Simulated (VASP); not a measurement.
# YCdC6N6 (Fm-3m) in VASP: single point with PBE

Aim: the single point of YCdC6N6 with PBE.

Everything below comes from runs of VASP 6.6.1. Logs are shortened: lines on timing, memory, paths and dates and some standing lists are left out, and cuts for length are marked.

**1. The cell of the first run**

The structure is cubic, space group Fm-3m (No. 225). Conventional cell: a = 10.762 Å, b = 10.762 Å, c = 10.762 Å, α = 90.00°, β = 90.00°, γ = 90.00°. Y (site symmetry m-3m) has 6 N at 2.21 Å within 2.9 Å. Cd (site symmetry m-3m) has 6 C at 2.00 Å within 2.7 Å. Within 1.6 Å of C (site symmetry 4mm) lie 1 N at 1.17 Å. N (site symmetry 4mm) has 1 C at 1.17 Å within 1.6 Å.

**2. Single point, PBE, collinear spin, ferromagnetic start**

INCAR reads:

```
SYSTEM = YCdC6N6
PREC = Accurate ; ENCUT = 520
EDIFF = 1E-6 ; ISMEAR = 0
SIGMA = 0.1 ; LREAL = .FALSE.
LASPH = .TRUE. ; NELM = 150
ALGO = Normal ; ISIF = 2
LWAVE = .FALSE. ; LCHARG = .FALSE.
ISPIN = 2 ; MAGMOM = 0 0 1 1 1 1 1 1 1 1 1 1 1 1
LORBIT = 11 ; LMAXMIX = 4
GGA = PE ; NBANDS = 56
```

KPOINTS reads:

```
regular mesh
0
G
  4 4 4
  0 0 0
```

POSCAR reads:

```
YCdC6N6
1.0
    0.0000000000      5.3810000000      5.3810000000
    5.3810000000      0.0000000000      5.3810000000
    5.3810000000      5.3810000000      0.0000000000
Y Cd C N
1 1 6 6
Direct
    0.5000000000      0.5000000000      0.5000000000
    0.0000000000      0.0000000000      0.0000000000
    0.8140680200      0.1859319800      0.1859319800
    0.1859319800      0.8140680200      0.1859319800
    0.1859319800      0.1859319800      0.8140680200
    0.1859319800      0.8140680200      0.8140680200
    0.8140680200      0.1859319800      0.8140680200
    0.8140680200      0.8140680200      0.1859319800
    0.7053521700      0.2946478300      0.2946478300
    0.2946478300      0.7053521700      0.2946478300
    0.2946478300      0.2946478300      0.7053521700
    0.2946478300      0.7053521700      0.7053521700
    0.7053521700      0.2946478300      0.7053521700
    0.7053521700      0.7053521700      0.2946478300
```

Potentials or basis: VASP PAW PBE potentials, release 64 (Y_sv, Cd, C, N).

Launch:

```console
> cat potpaw_PBE.64/Y_sv/POTCAR potpaw_PBE.64/Cd/POTCAR potpaw_PBE.64/C/POTCAR potpaw_PBE.64/N/POTCAR > POTCAR
> mpirun -np 1 vasp_std > vasp.out
```

OUTCAR:

```text
SYSTEM = YCdC6N6
   PREC = Accurate
   ENCUT = 520
   EDIFF = 1E-6
   ISMEAR = 0
   LREAL = .FALSE.
   LASPH = .TRUE.
   NELM = 150
   ISIF = 2
   ISPIN = 2
   LORBIT = 11
   GGA = PE

 ion  position               nearest neighbor table
   1  0.500  0.500  0.500-   9 2.21  10 2.21  11 2.21  12 2.21  13 2.21  14 2.21
   2  0.000  0.000  0.000-   3 2.00   4 2.00   5 2.00   6 2.00   7 2.00   8 2.00
   3  0.814  0.186  0.186-   9 1.17   2 2.00
   4  0.186  0.814  0.186-  10 1.17   2 2.00
   5  0.186  0.186  0.814-  11 1.17   2 2.00
   6  0.186  0.814  0.814-  12 1.17   2 2.00
   7  0.814  0.186  0.814-  13 1.17   2 2.00
   8  0.814  0.814  0.186-  14 1.17   2 2.00
   9  0.705  0.295  0.295-   3 1.17   1 2.21
  10  0.295  0.705  0.295-   4 1.17   1 2.21
  11  0.295  0.295  0.705-   5 1.17   1 2.21
  12  0.295  0.705  0.705-   6 1.17   1 2.21
  13  0.705  0.295  0.705-   7 1.17   1 2.21
  14  0.705  0.705  0.295-   8 1.17   1 2.21

  LATTYP: Found a face centered cubic cell.
 ALAT       =    10.7620000000

  Lattice vectors:

 A1 = (   0.0000000000,   5.3810000000,   5.3810000000)
 A2 = (   5.3810000000,   0.0000000000,   5.3810000000)
 A3 = (   5.3810000000,   5.3810000000,   0.0000000000)

Analysis of symmetry for initial positions (statically):
=====================================================================
 Subroutine PRICEL returns:
 Original cell was already a primitive cell.

 Routine SETGRP: Setting up the symmetry group for a
 face centered cubic supercell.

 Subroutine GETGRP returns: Found 48 space group operations
 (whereof 48 operations were pure point group operations)
 out of a pool of 48 trial point group operations.

The static configuration has the point symmetry O_h .

Analysis of symmetry for dynamics (positions and initial velocities):
[... 190 lines left out ...]
 spin component 1

 k-point     1 :       0.0000    0.0000    0.0000
  band No.  band energies     occupation
      1     -42.3438      1.00000
      2     -22.7213      1.00000
      3     -22.7213      1.00000
      4     -22.7213      1.00000
      5     -19.1900      1.00000
      6     -19.0165      1.00000
[... 413 lines left out ...]
     49       3.0132      0.00000
     50       4.1986      0.00000
 Fermi energy:        -1.0306858100

 spin component 2

 k-point     1 :       0.0000    0.0000    0.0000
  band No.  band energies     occupation
      1     -42.3393      1.00000
      2     -22.7168      1.00000
      3     -22.7168      1.00000
      4     -22.7168      1.00000
      5     -19.1417      1.00000
      6     -18.9699      1.00000
[... 413 lines left out ...]
     49       3.1406      0.00000
     50       4.3263      0.00000
 [bands above 50 left out]

------------------------ aborting loop because EDIFF is reached ----------------------------------------

  FORCE on cell =-STRESS in cart. coord.  units (eV):
  Direction    XX          YY          ZZ          XY          YZ          ZX
  --------------------------------------------------------------------------------------
  -------------------------------------------------------------------------------------
  Total       29.3378144     29.3378144     29.3378144     -0.0000000     -0.0000000      0.0000000
  in kB      150.8409875    150.8409875    150.8409875     -0.0000000     -0.0000000      0.0000000
  external PRESSURE =     150.8409875 kB  Pullay stress =       0.0000000 kB

 VOLUME and BASIS-vectors are now :
 -----------------------------------------------------------------------------
  energy-cutoff  :      520.00
  volume of cell :      311.62
      direct lattice vectors                 reciprocal lattice vectors
     0.000000000  5.381000000  5.381000000    -0.092919532  0.092919532  0.092919532
     5.381000000  0.000000000  5.381000000     0.092919532 -0.092919532  0.092919532
     5.381000000  5.381000000  0.000000000     0.092919532  0.092919532 -0.092919532

 POSITION                                       TOTAL-FORCE (eV/Angst)
 -----------------------------------------------------------------------------------
      5.38100      5.38100      5.38100        -0.000000      0.000000      0.000000
      0.00000      0.00000      0.00000        -0.000000     -0.000000      0.000000
      2.00100      5.38100      5.38100         4.702667      0.000000      0.000000
      5.38100      2.00100      5.38100        -0.000000      4.702667      0.000000
      5.38100      5.38100      2.00100        -0.000000      0.000000      4.702667
      8.76100      5.38100      5.38100        -4.702667      0.000000      0.000000
      5.38100      8.76100      5.38100        -0.000000     -4.702667      0.000000
      5.38100      5.38100      8.76100        -0.000000      0.000000     -4.702667
      3.17100      5.38100      5.38100        -1.658911      0.000000      0.000000
      5.38100      3.17100      5.38100        -0.000000     -1.658911      0.000000
      5.38100      5.38100      3.17100        -0.000000      0.000000     -1.658911
      7.59100      5.38100      5.38100         1.658911      0.000000      0.000000
      5.38100      7.59100      5.38100        -0.000000      1.658911      0.000000
      5.38100      5.38100      7.59100        -0.000000      0.000000      1.658911
 -----------------------------------------------------------------------------------
    total drift:                                0.000000      0.000000      0.000000

  FREE ENERGIE OF THE ION-ELECTRON SYSTEM (eV)
  ---------------------------------------------------
  free  energy   TOTEN  =      -103.8413393496 eV

  energy  without entropy=     -103.7933948469  energy(sigma->0) =     -103.81736710

 total charge

# of ion       s       p       d       f       tot
--------------------------------------------------
    1        2.226   6.749   1.064   0.185  10.224
    2        0.557   0.888   9.591   0.000  11.037
    3        0.987   1.628   0.000   0.000   2.615
    4        0.987   1.628   0.000   0.000   2.615
    5        0.987   1.628   0.000   0.000   2.615
    6        0.987   1.628   0.000   0.000   2.615
    7        0.987   1.628   0.000   0.000   2.615
    8        0.987   1.628   0.000   0.000   2.615
    9        1.323   2.605   0.000   0.000   3.928
   10        1.323   2.605   0.000   0.000   3.928
   11        1.323   2.605   0.000   0.000   3.928
   12        1.323   2.605   0.000   0.000   3.928
   13        1.323   2.605   0.000   0.000   3.928
   14        1.323   2.605   0.000   0.000   3.928
--------------------------------------------------
tot         16.642  33.039  10.656   0.185  60.521

 magnetization (x)

# of ion       s       p       d       f       tot
--------------------------------------------------
    1        0.001   0.011   0.002   0.001   0.015
    2       -0.006  -0.011   0.264   0.000   0.247
    3        0.032   0.059   0.000   0.000   0.091
    4        0.032   0.059   0.000   0.000   0.091
    5        0.032   0.059   0.000   0.000   0.091
    6        0.032   0.059   0.000   0.000   0.091
    7        0.032   0.059   0.000   0.000   0.091
    8        0.032   0.059   0.000   0.000   0.091
    9        0.001   0.001   0.000   0.000   0.003
   10        0.001   0.001   0.000   0.000   0.003
   11        0.001   0.001   0.000   0.000   0.003
   12        0.001   0.001   0.000   0.000   0.003
   13        0.001   0.001   0.000   0.000   0.003
   14        0.001   0.001   0.000   0.000   0.003
--------------------------------------------------
tot          0.193   0.364   0.267   0.001   0.824
```

OSZICAR:

```text
N       E                     dE             d eps       ncg     rms          rms(c)
DAV:   1     0.548231189339E+03    0.54823E+03   -0.35884E+04  1800   0.120E+03
DAV:   2    -0.525486982247E+02   -0.60078E+03   -0.57631E+03  2272   0.307E+02
[... 10 lines left out ...]
DAV:  13    -0.103841449159E+03   -0.67024E-03   -0.73463E-04  2080   0.130E-01    0.843E-02
DAV:  14    -0.103841516080E+03   -0.66921E-04   -0.16937E-04  2136   0.646E-02    0.383E-02
DAV:  15    -0.103841431582E+03    0.84498E-04   -0.10359E-04  2016   0.450E-02    0.300E-02
DAV:  16    -0.103841350805E+03    0.80777E-04   -0.38257E-05  1968   0.272E-02    0.181E-02
DAV:  17    -0.103841342271E+03    0.85340E-05   -0.36320E-06  1848   0.959E-03    0.533E-03
DAV:  18    -0.103841339642E+03    0.26285E-05   -0.13355E-06  1480   0.595E-03    0.299E-03
DAV:  19    -0.103841339350E+03    0.29265E-06   -0.29312E-07  1216   0.286E-03
   1 F= -.10384134E+03 E0= -.10381737E+03  d E =-.479445E-01  mag=     0.9999
```

Wall time 8.4 min (1 thread of AMD EPYC 7R13, shared host); peak memory 0.77 GiB.

Results:

| Quantity | Value |
| --- | --- |
| Free energy | -103.8413 eV |
| Pressure | 15.1 GPa |
| Largest force | 4.703 eV/Å |
| Band gap on the k mesh | zero (filled and empty bands overlap) |
| Net moment | 1.00 μB per cell |
| Site moments | Y +0.01; Cd +0.25; C +0.09; N +0.00 μB |
| Valence electrons inside the program's atomic spheres | Y 10.22; Cd 11.04; C 2.62; N 3.93 |

Forces in eV/Å, atoms in the order of the input:
```
Y    0.000  0.000  0.000
Cd   0.000  0.000  0.000
C    4.703  0.000  0.000
C    0.000  4.703  0.000
C    0.000  0.000  4.703
C   -4.703  0.000  0.000
C    0.000 -4.703  0.000
C    0.000  0.000 -4.703
N   -1.659  0.000  0.000
N    0.000 -1.659  0.000
N    0.000  0.000 -1.659
N    1.659  0.000  0.000
N    0.000  1.659  0.000
N    0.000  0.000  1.659
```

Levels at points of the mesh, in eV from the Fermi level:
Spin up:
| k point | band 36 | band 37 | band 38 | band 39 | band 40 | band 41 | band 42 | band 43 |
| --- | --- | --- | --- | --- | --- | --- | --- | --- |
| (0.00, 0.00, 0.00) | -3.54 | -3.54 | -0.46 | -0.46 | 1.77 | 1.77 | 1.77 | 3.61 |
| (0.50, 0.00, 0.00) | -3.59 | -3.59 | -0.30 | -0.30 | 2.20 | 2.36 | 2.36 | 3.06 |
| (0.50, 0.50, 0.00) | -3.54 | -3.48 | -0.46 | -0.45 | 1.79 | 2.99 | 2.99 | 3.59 |
Spin down:
```
           k point  band 36  band 37  band 38  band 39  band 40  band 41
(0.00, 0.00, 0.00)    -3.50    -3.50    -0.08    -0.08     1.86     1.86
(0.50, 0.00, 0.00)    -3.50    -3.50     0.08     0.08     2.32     2.46
(0.50, 0.50, 0.00)    -3.47    -3.37    -0.08    -0.07     1.88     3.08
```

Caveat: the cell stands under pressure; forces of over 1 eV/Å act on the atoms, so gaps and moduli don't describe the material at rest.
